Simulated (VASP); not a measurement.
# GaSb (I-4m2) in VASP: a series of runs

GaSb is run at these levels: r2SCAN; tasks: single point.

Program: VASP 6.6.1. These are calculated values, not measurements. Logs are shortened: lines on timing, memory, paths and dates and some standing lists are left out, and cuts for length are marked.

### 1 The cell of the first run

Symmetry: I-4m2, No. 119, tetragonal system. Conventional cell: a = 4.326 Å, b = 4.326 Å, c = 5.751 Å, α = 90.00°, β = 90.00°, γ = 90.00°. Within 3.4 Å of Ga (site symmetry -4m2) lie 4 Sb at 2.60 Å. Sb (site symmetry -4m2) has 4 Ga at 2.60 Å within 3.4 Å.

### 2 Single point, r2SCAN (strain -0.0600 x Voigt [1, 0, 0, 0, 0, 0])

Input file POSCAR:

```
GaSb
1.0
    0.0000000000      3.0590000000      3.0590000000
    2.8754600000      0.0000000000      3.0590000000
    2.8754600000      3.0590000000      0.0000000000
Ga Sb
1 1
Direct
    0.0000000000      0.0000000000      0.0000000000
    0.7500000000      0.7500000000      0.7500000000
```

Input file INCAR.step1:

```
ALGO     = Normal         # electronic algorithm
EDIFF    = 1E-4           # SCF threshold, eV
ENCUT    = 520            # plane-wave cutoff, eV
GGA      = PE             # functional
ISMEAR   = 0              # smearing method
LASPH    = T              # aspherical terms in the spheres
LCHARG   = F              # write CHGCAR
LREAL    = F              # projectors in reciprocal space
LWAVE    = T              # write WAVECAR
NBANDS   = 16             # bands
NELM     = 80             # most SCF steps
PREC     = Accurate       # precision mode
SIGMA    = 0.05           # smearing width, eV
```

Input file INCAR.step2:

```
ALGO     = Normal         # electronic algorithm
EDIFF    = 1E-7           # SCF threshold, eV
ENCUT    = 520            # plane-wave cutoff, eV
ISIF     = 2              # what is computed and relaxed
ISMEAR   = 0              # smearing method
ISTART   = 1            
LASPH    = T              # aspherical terms in the spheres
LCHARG   = F              # write CHGCAR
LMIXTAU  = T            
LREAL    = F              # projectors in reciprocal space
LWAVE    = F              # write WAVECAR
METAGGA  = R2SCAN         # meta-GGA
NBANDS   = 16             # bands
NELM     = 80             # most SCF steps
PREC     = Accurate       # precision mode
SIGMA    = 0.05           # smearing width, eV
```

Input file KPOINTS:

```
k-points
0
Gamma
  10 10 10
```

Potentials or basis: VASP PAW PBE potentials, release 64 (Ga_d, Sb).

Launch:

```
cat potpaw_PBE.64/Ga_d/POTCAR potpaw_PBE.64/Sb/POTCAR > POTCAR
cp INCAR.step1 INCAR
mpirun -np 1 vasp_std > vasp.out
cp INCAR.step2 INCAR
mpirun -np 1 vasp_std > vasp.out
```

OUTCAR:

```text
EDIFF = 1E-7
   ENCUT = 520
   ISIF = 2
   ISMEAR = 0
   ISTART = 1
   LASPH = T
   LREAL = F
   METAGGA = R2SCAN
   NELM = 80
   PREC = Accurate

 ion  position               nearest neighbor table
   1  0.000  0.000  0.000-   2 2.60   2 2.60   2 2.60   2 2.60
   2  0.750  0.750  0.750-   1 2.60   1 2.60   1 2.60   1 2.60

  LATTYP: Found a body centered tetragonal cell.
 ALAT       =     4.3260792873
 C/A-ratio  =     1.3293607486

  Lattice vectors:

 A1 = (  -2.8754600000,   0.0000000000,  -3.0590000000)
 A2 = (  -2.8754600000,   0.0000000000,   3.0590000000)
 A3 = (   2.8754600000,   3.0590000000,   0.0000000000)

Analysis of symmetry for initial positions (statically):
=====================================================================
 Subroutine PRICEL returns:
 Original cell was already a primitive cell.

 Routine SETGRP: Setting up the symmetry group for a
 body centered tetragonal supercell.

 Subroutine GETGRP returns: Found  8 space group operations
 (whereof  8 operations were pure point group operations)
 out of a pool of 16 trial point group operations.

The static configuration has the point symmetry D_2d.

Analysis of symmetry for dynamics (positions and initial velocities):
=====================================================================
 Subroutine PRICEL returns:
 Original cell was already a primitive cell.

 Routine SETGRP: Setting up the symmetry group for a
 body centered tetragonal supercell.

 Subroutine GETGRP returns: Found  8 space group operations
 (whereof  8 operations were pure point group operations)
 out of a pool of 16 trial point group operations.

The dynamic configuration has the point symmetry D_2d.

 Subroutine INISYM returns: Found  8 space group operations
 (whereof  8 operations are pure point group operations),
 and found     1 'primitive' translations

----------------------------------------------------------------------------------------

                                     Primitive cell

  volume of cell :      53.8141

  direct lattice vectors                    reciprocal lattice vectors
     0.000000000  3.059000000  3.059000000    -0.173885222  0.163452109  0.163452109
     2.875460000  0.000000000  3.059000000     0.173885222 -0.163452109  0.163452109
     2.875460000  3.059000000  0.000000000     0.173885222  0.163452109 -0.163452109

  length of vectors
     4.326079287  4.198303373  4.198303373     0.289256381  0.289256381  0.289256381

  position of ions in fractional coordinates (direct lattice)
     0.000000000  0.000000000  0.000000000
     0.750000000  0.750000000  0.750000000

  ion indices of the primitive-cell ions
   primitive index   ion index
                 1           1
                 2           2

----------------------------------------------------------------------------------------

 KPOINTS: k-points

Automatic generation of k-mesh.
 Grid dimensions read from file:
 generate k-points for:   10   10   10

 Generating k-lattice:

  Cartesian coordinates                     Fractional coordinates (reciprocal lattice)
    -0.017388522  0.016345211  0.016345211     0.100000000 -0.000000000 -0.000000000
     0.017388522 -0.016345211  0.016345211     0.000000000  0.100000000  0.000000000
     0.017388522  0.016345211 -0.016345211     0.000000000  0.000000000  0.100000000

  Length of vectors
     0.028925638  0.028925638  0.028925638

  Shift w.r.t. Gamma in fractional coordinates (k-lattice)
     0.000000000  0.000000000  0.000000000

 Subroutine IBZKPT returns following result:
 ===========================================

 Found    102 irreducible k-points:

 Following reciprocal coordinates:
            Coordinates               Weight
  0.000000  0.000000  0.000000      1.000000
  0.100000  0.000000  0.000000      8.000000
  0.200000  0.000000  0.000000      8.000000
  0.300000  0.000000  0.000000      8.000000
  0.400000 -0.000000 -0.000000      8.000000
  0.500000  0.000000  0.000000      4.000000
[... 16 lines left out ...]
  0.300000  0.300000  0.000000      4.000000
  0.400000  0.300000 -0.000000     16.000000
 [... further k-points ...]
   k-points           NKPTS =    102   k-points in BZ     NKDIM =    102   number of bands    NBANDS=     16
   number of dos      NEDOS =    301   number of ions     NIONS =      2
   total plane-waves  NPLWV =  32768
   dimension x,y,z NGX =    32 NGY =   32 NGZ =   32
   dimension x,y,z NGXF=    64 NGYF=   64 NGZF=   64
   ions per type =               1   1
   NGX,Y,Z   is equivalent  to a cutoff of  12.30, 12.67, 12.67 a.u.
   NGXF,Y,Z  is equivalent  to a cutoff of  24.59, 25.34, 25.34 a.u.
 SYSTEM =  unknown system
   PREC   = accura    normal or accurate (medium, high low for compatibility)
   ISTART =      1    job   : 0-new  1-cont  2-samecut
   ICHARG =      0    charge: 1-file 2-atom 10-const
   ISPIN  =      1    spin polarized calculation?
   LNONCOLLINEAR =      F non collinear calculations
   LSORBIT =      F    spin-orbit coupling
   LASPH  =      T    aspherical Exc in radial PAW
   ENCUT  =  520.0 eV  38.22 Ry    6.18 a.u.   8.04  7.81  7.81*2*pi/ulx,y,z
   NELM   =     80;   NELMIN=  2; NELMDL=  0     # of ELM steps
   EDIFF  = 0.1E-06   stopping-criterion for ELM
   LREAL  =      F    real-space projection
   EDIFFG = 0.1E-05   stopping-criterion for IOM
   NSW    =      0    number of steps for IOM
   IBRION =     -1    ionic relax: 0-MD 1-quasi-New 2-CG
   NFREE  =      0    steps in history (QN), initial steepest desc. (CG)
   ISIF   =      2    stress and relaxation
   ISYM   =      2    0-nonsym 1-usesym 2-fastsym
   POTIM  = 0.5000    time-step for ionic-motion
   TEBEG  =    0.0;   TEEND  =   0.0 temperature during run
   PSTRESS=    0.0 pullay stress
   NELECT =      18.0000    total number of electrons
   NUPDOWN=      -1.0000    fix difference up-down
   EMIN   =  10.00;   EMAX   =-10.00  energy-range for DOS
   EFERMI =   0.00;   METHOD = LEGACY
   ISMEAR =     0;   SIGMA  =   0.05  broadening in eV -4-tet -1-fermi 0-gaus
   EFERMI_NEDOS =   21; number of points for ismear=-14 and -15
   IALGO  =     38    algorithm
   IMIX   =      4    mixing-type and parameters
     AMIX     =   0.40;   BMIX     =  1.00
     AMIX_MAG =   1.60;   BMIX_MAG =  1.00
  volume/ion in A,a.u.               =      26.91       181.58
  Fermi-wavevector in a.u.,A,eV,Ry     =   1.136406  2.147496 17.570821  1.291419
  Thomas-Fermi vector in A             =   2.273111
   LORBIT       =      0    0 simple, 1 ext, 2 COOP (PROOUT), +10 PAW based schemes
   METAGGA = R2SCAN    functional components
   LHFCALC =     F    Hartree Fock is set to
   AEXX    =    0.0000 exact exchange contribution
   IVDW    =     0    specifies the selected vdW correction
   LEPSILON=     F    determine dielectric tensor
   LRPA    =     F    only Hartree local field effects (RPA)
 non-spin polarized calculation
 Gauss-broadening in eV      SIGMA  =   0.05
  energy-cutoff  :      520.00
  volume of cell :       53.81
 maximum number of plane-waves:      1468
   NGX = 17   NGY = 15   NGZ = 15

 number of electron      18.0000006 magnetization

 Free energy of the ion-electron system (eV)
  ---------------------------------------------------
  ext. energy  EPLUGINS =         0.00000000
  ---------------------------------------------------
  free energy    TOTEN  =       -37.53420743 eV

  energy without entropy =      -37.53420743  energy(sigma->0) =      -37.53420743

 E-fermi :   5.7751     XC(G=0): -10.0154

 val. band max:        5.5886118443   @ k =   0.0000   0.0000   0.0000
 cond. band min:       5.9648597298   @ k =   0.0000   0.4000   0.4000
 fundamental gap:      0.3762478855
 Fermi energy:         5.7750677795

 k-point     1 :       0.0000    0.0000    0.0000
  band No.  band energies     occupation
      1     -10.2848      2.00000
      2     -10.2848      2.00000
      3     -10.2775      2.00000
      4     -10.2190      2.00000
      5     -10.2121      2.00000
      6      -7.0429      2.00000
[... 8 lines left out ...]
     15      13.9458      0.00000
     16      14.8552      0.00000

 k-point     2 :       0.1000    0.0000    0.0000
  band No.  band energies     occupation
      1     -10.2873      2.00000
      2     -10.2832      2.00000
      3     -10.2773      2.00000
      4     -10.2192      2.00000
      5     -10.2121      2.00000
      6      -6.9258      2.00000
[... 8 lines left out ...]
     15      13.4104      0.00000
     16      13.9917      0.00000

 k-point     3 :       0.2000    0.0000    0.0000
  band No.  band energies     occupation
      1     -10.2965      2.00000
      2     -10.2792      2.00000
      3     -10.2742      2.00000
      4     -10.2198      2.00000
      5     -10.2120      2.00000
      6      -6.5841      2.00000
[... 8 lines left out ...]
     15      13.1499      0.00000
     16      13.7582      0.00000

 k-point     4 :       0.3000    0.0000    0.0000
  band No.  band energies     occupation
      1     -10.3082      2.00000
      2     -10.2746      2.00000
      3     -10.2699      2.00000
      4     -10.2202      2.00000
      5     -10.2114      2.00000
      6      -6.0564      2.00000
[... 8 lines left out ...]
     15      13.7439      0.00000
     16      13.9054      0.00000

 k-point     5 :       0.4000   -0.0000   -0.0000
  band No.  band energies     occupation
      1     -10.3175      2.00000
      2     -10.2715      2.00000
      3     -10.2666      2.00000
      4     -10.2202      2.00000
      5     -10.2104      2.00000
      6      -5.4624      2.00000
[... 8 lines left out ...]
     15      14.9364      0.00000
     16      15.0536      0.00000

 k-point     6 :       0.5000    0.0000    0.0000
  band No.  band energies     occupation
      1     -10.3211      2.00000
      2     -10.2704      2.00000
      3     -10.2655      2.00000
      4     -10.2200      2.00000
      5     -10.2099      2.00000
      6      -5.1499      2.00000
[... 8 lines left out ...]
     15      16.1063      0.00000
     16      16.3815      0.00000
[... 267 lines left out ...]
 k-point    21 :      -0.3000    0.2000   -0.0000
  band No.  band energies     occupation
      1     -10.3210      2.00000
      2     -10.2666      2.00000
      3     -10.2641      2.00000
      4     -10.2222      2.00000
      5     -10.2116      2.00000
      6      -5.2805      2.00000
[... 8 lines left out ...]
     15      14.6470      0.00000
     16      16.2321      0.00000

 k-point    22 :      -0.2000    0.2000   -0.0000
  band No.  band energies     occupation
      1     -10.3127      2.00000
      2     -10.2698      2.00000
      3     -10.2689      2.00000
      4     -10.2221      2.00000
      5     -10.2113      2.00000
      6      -5.8550      2.00000
[... 8 lines left out ...]
     15      14.9005      0.00000
     16      15.5992      0.00000

 k-point    23 :       0.3000    0.3000    0.0000
  band No.  band energies     occupation
      1     -10.3239      2.00000
      2     -10.2618      2.00000
      3     -10.2583      2.00000
      4     -10.2238      2.00000
      5     -10.2128      2.00000
      6      -5.7364      2.00000
[... 8 lines left out ...]
     15      15.8743      0.00000
     16      16.1036      0.00000

 k-point    24 :       0.4000    0.3000   -0.0000
  band No.  band energies     occupation
      1     -10.3302      2.00000
      2     -10.2582      2.00000
      3     -10.2547      2.00000
      4     -10.2252      2.00000
      5     -10.2126      2.00000
      6      -5.2493      2.00000
[... 8 lines left out ...]
     15      16.3923      0.00000
     16      16.6727      0.00000

 [... further k-points ...]
[... 5 lines left out ...]
  --------------------------------------------------------------------------------------
  -------------------------------------------------------------------------------------
  Total        2.0846889      1.1749712      1.1749712      0.0000000      0.0000000      0.0000000
  in kB       62.0662559     34.9817507     34.9817507      0.0000000      0.0000000      0.0000000
  external PRESSURE =      44.0099191 kB  Pullay stress =       0.0000000 kB

 VOLUME and BASIS-vectors are now :
 -----------------------------------------------------------------------------
  energy-cutoff  :      520.00
  volume of cell :       53.81
      direct lattice vectors                 reciprocal lattice vectors
     0.000000000  3.059000000  3.059000000    -0.173885222  0.163452109  0.163452109
     2.875460000  0.000000000  3.059000000     0.173885222 -0.163452109  0.163452109
     2.875460000  3.059000000  0.000000000     0.173885222  0.163452109 -0.163452109

 POSITION                                       TOTAL-FORCE (eV/Angst)
 -----------------------------------------------------------------------------------
      0.00000      0.00000      0.00000        -0.000000     -0.000000     -0.000000
      4.31319      4.58850      4.58850         0.000000      0.000000      0.000000
 -----------------------------------------------------------------------------------
    total drift:                               -0.000025      0.000016      0.000016

  FREE ENERGIE OF THE ION-ELECTRON SYSTEM (eV)
  ---------------------------------------------------
  free  energy   TOTEN  =       -37.5342074324 eV

  energy  without entropy=      -37.5342074323  energy(sigma->0) =      -37.53420743
```

Wall time 4.8 min (1 thread of Intel Xeon 8259CL, shared host); peak memory 0.25 GiB.

What came out:

| Quantity | Value |
| --- | --- |
| Free energy | -37.5342 eV |
| Pressure | 4.4 GPa |
| Band gap on the k mesh | 0.38 eV (least direct gap 0.66 eV) |

Stress tensor (GPa, compression positive):
```
6.21 0.00 0.00
0.00 3.50 0.00
0.00 0.00 3.50
```

Caveat: the cell differs from its parent crystal (strain -0.0600 x Voigt [1, 0, 0, 0, 0, 0]); the cell stands under pressure; the PAW data sets were made with another functional, which shifts forces and pressure a little; spin-orbit coupling is left out, which moves the levels of the heavy elements.

(Continued in part 2 of 2.)
